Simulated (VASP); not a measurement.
Crystal: MnO2.

```xyz
12
Lattice="9.3200 0.0000 0.0000 0.0000 2.8500 0.0000 0.0000 0.0000 4.4600" Properties=species:S:1:pos:R:3 pbc="T T T"
Mn    5.9648    0.7125    2.1408
Mn    3.3552    2.1375    2.3192
Mn    1.3048    0.7125    0.0892
Mn    8.0152    2.1375    4.3708
O     4.9862    2.1375    1.2934
O     4.3338    0.7125    3.1666
O     0.3262    2.1375    0.9366
O     8.9938    0.7125    3.5234
O     7.3162    0.7125    0.8474
O     2.0038    2.1375    3.6126
O     2.6562    0.7125    1.3826
O     6.6638    2.1375    3.0774
```

Base run:

| Quantity | Value |
| --- | --- |
| Program | VASP 6.6.1 |
| Functional | PBEsol |
| Potentials or basis | VASP PAW PBE potentials, release 64 (Mn_pv, O) |
| Cutoff | 520 eV |
| k mesh | 2 × 6 × 4 |
| Occupations | fermi-dirac, width 0.05 eV |
| Spin | collinear spin, antiferromagnetic start |
| Starting moments | [4.5, -4.5, -4.5, 4.5, 0.0, 0.0, 0.0, 0.0, 0.0, 0.0, 0.0, 0.0] μB |
| Hubbard terms | Mn d U = 3.9 eV |

Its results: band gap on the k mesh 1.45 eV (least direct gap 1.51 eV); pressure 6.2 GPa; net moment 0.00 μB per cell; site moments Mn +3.04, -3.04 (each value once); O -0.03, +0.03, +0.01, -0.01 (each value once) μB; largest force 2.264 eV/Å.

The run is repeated on the same cell with these changes: spin from collinear spin, antiferromagnetic start to collinear spin, ferromagnetic start; moments at the start from [4.5, -4.5, -4.5, 4.5, 0.0, 0.0, 0.0, 0. to [4.5, 4.5, 4.5, 4.5, 0.0, 0.0, 0.0, 0.0,. What comes out?

Band gap on the k mesh 1.12 eV; pressure 7.1 GPa; net moment 12.00 μB per cell; site moments Mn +3.12; O -0.16, -0.01 (each value once) μB; largest force 2.273 eV/Å.

Caveats: the cell stands under pressure; the PAW data sets were made with another functional, which shifts forces and pressure a little.

A k mesh can miss the band edges.
